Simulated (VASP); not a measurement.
# PbO (P4/nmm) in VASP: a series of runs, part 2 of 2

VASP 6.6.1. Earlier steps stand in the parts before.

### 3 Single point, PBE+D3(BJ)

This run uses another cell than the first one, of the same volume but with other edges.

The input, INCAR:

```
  ALGO = Normal
  EDIFF = 1E-6
  ENCUT = 520
  GGA = PE
  ISIF = 2
  ISMEAR = 0
  IVDW = 12
  LASPH = T
  LCHARG = F
  LREAL = F
  LWAVE = F
  NBANDS = 28
  NELM = 100
  PREC = Accurate
  SIGMA = 0.05
```

The input, KPOINTS:

```
k-points
0
Gamma
  8 8 6
```

The input, POSCAR:

```
PbO
1.0
    3.7400535932      0.0000000000      0.0000000000
    0.0000000000      3.7400535932      0.0000000000
    0.0000000000      0.0000000000      5.6710595244
Pb O
2 2
Direct
    0.0000000000      0.5000000000      0.2351000000
    0.5000000000      0.0000000000      0.7649000000
    0.0000000000      0.0000000000      0.0000000000
    0.5000000000      0.5000000000      0.0000000000
```

Potentials or basis: VASP PAW PBE potentials, release 64 (Pb_d, O).

Run with:

```
$ cat potpaw_PBE.64/Pb_d/POTCAR potpaw_PBE.64/O/POTCAR > POTCAR
$ mpirun -np 1 vasp_std > vasp.out
```

OUTCAR:

```text
EDIFF = 1E-6
   ENCUT = 520
   GGA = PE
   ISIF = 2
   ISMEAR = 0
   IVDW = 12
   LASPH = T
   LREAL = F
   NELM = 100
   PREC = Accurate
 IVDW          = 12

 ion  position               nearest neighbor table
   1  0.000  0.500  0.235-   3 2.30   4 2.30   3 2.30   4 2.30   2 3.76   2 3.76   2 3.76   2 3.76
                             2 4.00   2 4.00   2 4.00   2 4.00
   2  0.500  0.000  0.765-   3 2.30   4 2.30   4 2.30   3 2.30   1 3.76   1 3.76   1 3.76   1 3.76
                             1 4.00   1 4.00   1 4.00   1 4.00
   3  0.000  0.000  0.000-   1 2.30   2 2.30   1 2.30   2 2.30
   4  0.500  0.500  0.000-   1 2.30   2 2.30   2 2.30   1 2.30

  LATTYP: Found a simple tetragonal cell.
 ALAT       =     3.7400535932
 C/A-ratio  =     1.5163043478

  Lattice vectors:

 A1 = (   3.7400535932,   0.0000000000,   0.0000000000)
 A2 = (   0.0000000000,   3.7400535932,   0.0000000000)
 A3 = (   0.0000000000,   0.0000000000,   5.6710595244)

Analysis of symmetry for initial positions (statically):
=====================================================================
 Subroutine PRICEL returns:
 Original cell was already a primitive cell.

 Routine SETGRP: Setting up the symmetry group for a
 simple tetragonal supercell.

 Subroutine GETGRP returns: Found 16 space group operations
 (whereof  8 operations were pure point group operations)
 out of a pool of 16 trial point group operations.

The static configuration has the point symmetry D_2d.
 The point group associated with its full space group is D_4h.

Analysis of symmetry for dynamics (positions and initial velocities):
=====================================================================
 Subroutine PRICEL returns:
 Original cell was already a primitive cell.

 Routine SETGRP: Setting up the symmetry group for a
 simple tetragonal supercell.

 Subroutine GETGRP returns: Found 16 space group operations
 (whereof  8 operations were pure point group operations)
 out of a pool of 16 trial point group operations.

The dynamic configuration has the point symmetry D_2d.
 The point group associated with its full space group is D_4h.

 Subroutine INISYM returns: Found 16 space group operations
 (whereof  8 operations are pure point group operations),
 and found     1 'primitive' translations

----------------------------------------------------------------------------------------

                                     Primitive cell

  volume of cell :      79.3268

  direct lattice vectors                    reciprocal lattice vectors
     3.740053593  0.000000000  0.000000000     0.267375848  0.000000000  0.000000000
     0.000000000  3.740053593  0.000000000     0.000000000  0.267375848  0.000000000
     0.000000000  0.000000000  5.671059524     0.000000000  0.000000000  0.176333892

  length of vectors
     3.740053593  3.740053593  5.671059524     0.267375848  0.267375848  0.176333892

  position of ions in fractional coordinates (direct lattice)
     0.000000000  0.500000000  0.235100000
     0.500000000  0.000000000  0.764900000
     0.000000000  0.000000000  0.000000000
     0.500000000  0.500000000  0.000000000

  ion indices of the primitive-cell ions
   primitive index   ion index
                 1           1
                 2           2
[... 27 lines left out ...]
 Found     60 irreducible k-points:

 Following reciprocal coordinates:
            Coordinates               Weight
  0.000000  0.000000  0.000000      1.000000
  0.125000  0.000000  0.000000      4.000000
  0.250000  0.000000  0.000000      4.000000
  0.375000  0.000000  0.000000      4.000000
  0.500000  0.000000  0.000000      2.000000
  0.125000  0.125000  0.000000      4.000000
[... 16 lines left out ...]
  0.375000  0.125000  0.166667     16.000000
  0.500000  0.125000  0.166667      8.000000
 [... further k-points ...]
   k-points           NKPTS =     60   k-points in BZ     NKDIM =     60   number of bands    NBANDS=     28
   number of dos      NEDOS =    301   number of ions     NIONS =      4
   total plane-waves  NPLWV =  32928
   dimension x,y,z NGX =    28 NGY =   28 NGZ =   42
   dimension x,y,z NGXF=    56 NGYF=   56 NGZF=   84
   ions per type =               2   2
   NGX,Y,Z   is equivalent  to a cutoff of  12.45, 12.45, 12.31 a.u.
   NGXF,Y,Z  is equivalent  to a cutoff of  24.89, 24.89, 24.62 a.u.
 SYSTEM =  unknown system
   PREC   = accura    normal or accurate (medium, high low for compatibility)
   ISTART =      0    job   : 0-new  1-cont  2-samecut
   ICHARG =      2    charge: 1-file 2-atom 10-const
   ISPIN  =      1    spin polarized calculation?
   LNONCOLLINEAR =      F non collinear calculations
   LSORBIT =      F    spin-orbit coupling
   LASPH  =      T    aspherical Exc in radial PAW
   ENCUT  =  520.0 eV  38.22 Ry    6.18 a.u.   6.95  6.95 10.54*2*pi/ulx,y,z
   NELM   =    100;   NELMIN=  2; NELMDL= -5     # of ELM steps
   EDIFF  = 0.1E-05   stopping-criterion for ELM
   LREAL  =      F    real-space projection
   EDIFFG = 0.1E-04   stopping-criterion for IOM
   NSW    =      0    number of steps for IOM
   IBRION =     -1    ionic relax: 0-MD 1-quasi-New 2-CG
   NFREE  =      0    steps in history (QN), initial steepest desc. (CG)
   ISIF   =      2    stress and relaxation
   ISYM   =      2    0-nonsym 1-usesym 2-fastsym
   POTIM  = 0.5000    time-step for ionic-motion
   TEBEG  =    0.0;   TEEND  =   0.0 temperature during run
   PSTRESS=    0.0 pullay stress
   NELECT =      40.0000    total number of electrons
   NUPDOWN=      -1.0000    fix difference up-down
   EMIN   =  10.00;   EMAX   =-10.00  energy-range for DOS
   EFERMI =   0.00;   METHOD = LEGACY
   ISMEAR =     0;   SIGMA  =   0.05  broadening in eV -4-tet -1-fermi 0-gaus
   EFERMI_NEDOS =   21; number of points for ismear=-14 and -15
   IALGO  =     38    algorithm
   IMIX   =      4    mixing-type and parameters
     AMIX     =   0.40;   BMIX     =  1.00
     AMIX_MAG =   1.60;   BMIX_MAG =  1.00
  volume/ion in A,a.u.               =      19.83       133.83
  Fermi-wavevector in a.u.,A,eV,Ry     =   1.303031  2.462372 23.101207  1.697891
  Thomas-Fermi vector in A             =   2.434060
   LORBIT       =      0    0 simple, 1 ext, 2 COOP (PROOUT), +10 PAW based schemes
   GGA     = PE    functional components
   LHFCALC =     F    Hartree Fock is set to
   AEXX    =    0.0000 exact exchange contribution
   IVDW    =    12    specifies the selected vdW correction
   LEPSILON=     F    determine dielectric tensor
   LRPA    =     F    only Hartree local field effects (RPA)
 non-spin polarized calculation
 Gauss-broadening in eV      SIGMA  =   0.05
  energy-cutoff  :      520.00
  volume of cell :       79.33
 maximum number of plane-waves:      2164
 NGX is ok and might be reduce to    28

 number of electron      40.0000000 magnetization

 Free energy of the ion-electron system (eV)
  ---------------------------------------------------
  ext. energy  EPLUGINS =         0.00000000
  ---------------------------------------------------
  free energy    TOTEN  =       -21.04942050 eV

  energy without entropy =      -21.04942050  energy(sigma->0) =      -21.04942050

 E-fermi :   5.6270     XC(G=0):  -9.8175

 val. band max:        5.3496610760   @ k =   0.0000   0.0000   0.0000
 cond. band min:       6.3815339480   @ k =   0.5000   0.5000   0.0000
 fundamental gap:      1.0318728721
 Fermi energy:         5.6269885833

 k-point     1 :       0.0000    0.0000    0.0000
  band No.  band energies     occupation
      1     -13.3878      2.00000
      2     -12.4682      2.00000
      3     -10.8857      2.00000
      4     -10.7896      2.00000
      5     -10.7896      2.00000
      6     -10.7209      2.00000
[... 733 lines left out ...]
     27      15.0084      0.00000
     28      15.0084      0.00000

 [... further k-points ...]

------------------------ aborting loop because EDIFF is reached ----------------------------------------

 Edisp (eV)   -0.96008

 E8    (eV) :    -0.4395

  FORCE on cell =-STRESS in cart. coord.  units (eV):
  Direction    XX          YY          ZZ          XY          YZ          ZX
  --------------------------------------------------------------------------------------
  -------------------------------------------------------------------------------------
  Total       4.08810     4.08810    -1.92222     0.00000     0.00000     0.00000
  in kB      82.56816    82.56816   -38.82342     0.00000     0.00000     0.00000
  external pressure =       42.10 kB  Pullay stress =        0.00 kB

 VOLUME and BASIS-vectors are now :
 -----------------------------------------------------------------------------
  energy-cutoff  :      520.00
  volume of cell :       79.33
      direct lattice vectors                 reciprocal lattice vectors
     3.740053593  0.000000000  0.000000000     0.267375848  0.000000000  0.000000000
     0.000000000  3.740053593  0.000000000     0.000000000  0.267375848  0.000000000
     0.000000000  0.000000000  5.671059524     0.000000000  0.000000000  0.176333892

 POSITION                                       TOTAL-FORCE (eV/Angst)
 -----------------------------------------------------------------------------------
      0.00000      1.87003      1.33327        -0.000000      0.000000     -0.636942
      1.87003      0.00000      4.33779        -0.000000      0.000000      0.636942
      0.00000      0.00000      0.00000        -0.000000      0.000000      0.000000
      1.87003      1.87003      0.00000         0.000000     -0.000000      0.000000
 -----------------------------------------------------------------------------------
    total drift:                                0.000000      0.000000      0.000000

  FREE ENERGIE OF THE ION-ELECTRON SYSTEM (eV)
  ---------------------------------------------------
  free  energy   TOTEN  =       -22.0095041395 eV

  energy  without entropy=      -22.0095041395  energy(sigma->0) =      -22.00950414
```

OSZICAR:

```text
N       E                     dE             d eps       ncg     rms          rms(c)
DAV:   1     0.469688035656E+03    0.46969E+03   -0.19670E+04  3360   0.170E+03
DAV:   2     0.385906305700E+02   -0.43110E+03   -0.41357E+03  3472   0.454E+02
DAV:   3    -0.229507212712E+02   -0.61541E+02   -0.59496E+02  4212   0.185E+02
DAV:   4    -0.259126290136E+02   -0.29619E+01   -0.29500E+01  3860   0.419E+01
DAV:   5    -0.260080625003E+02   -0.95433E-01   -0.95423E-01  3736   0.808E+00    0.125E+01
DAV:   6    -0.211740858082E+02    0.48340E+01   -0.23594E+01  5012   0.415E+01    0.512E+00
DAV:   7    -0.210898221396E+02    0.84264E-01   -0.29091E+00  4000   0.118E+01    0.255E+00
DAV:   8    -0.210571649826E+02    0.32657E-01   -0.50288E-01  3804   0.461E+00    0.754E-01
DAV:   9    -0.210485851576E+02    0.85798E-02   -0.55742E-02  5664   0.209E+00    0.300E-01
DAV:  10    -0.210495674403E+02   -0.98228E-03   -0.13131E-02  3944   0.801E-01    0.113E-01
DAV:  11    -0.210494990909E+02    0.68349E-04   -0.35415E-03  4912   0.475E-01    0.801E-02
DAV:  12    -0.210494208630E+02    0.78228E-04   -0.57009E-04  5008   0.227E-01    0.214E-02
DAV:  13    -0.210494208525E+02    0.10562E-07   -0.64463E-05  3788   0.494E-02    0.459E-03
DAV:  14    -0.210494204989E+02    0.35362E-06   -0.41595E-06  3480   0.224E-02
   1 F= -.22009504E+02 E0= -.22009504E+02  d E =-.320135E-17
```

It took 3 min on 1 thread of Intel Xeon 8259CL, shared host; peak memory 0.26 GiB.

Results:

| Item | Value |
| --- | --- |
| Free energy | -22.0095 eV |
| Pressure | 4.2 GPa |
| Largest force | 0.637 eV/Å |
| Band gap on the k mesh | 1.03 eV (least direct gap 1.59 eV) |
| Dispersion energy per atom | -0.240 eV |

Forces in eV/Å, atoms in the order of the input:
```
Pb   0.000  0.000 -0.637
Pb   0.000  0.000  0.637
O    0.000  0.000  0.000
O    0.000  0.000  0.000
```

Caveat: the stress differs along the axes, from -4 to 8 GPa; spin-orbit coupling is left out, which moves the levels of the heavy elements. A k mesh can miss the band edges.
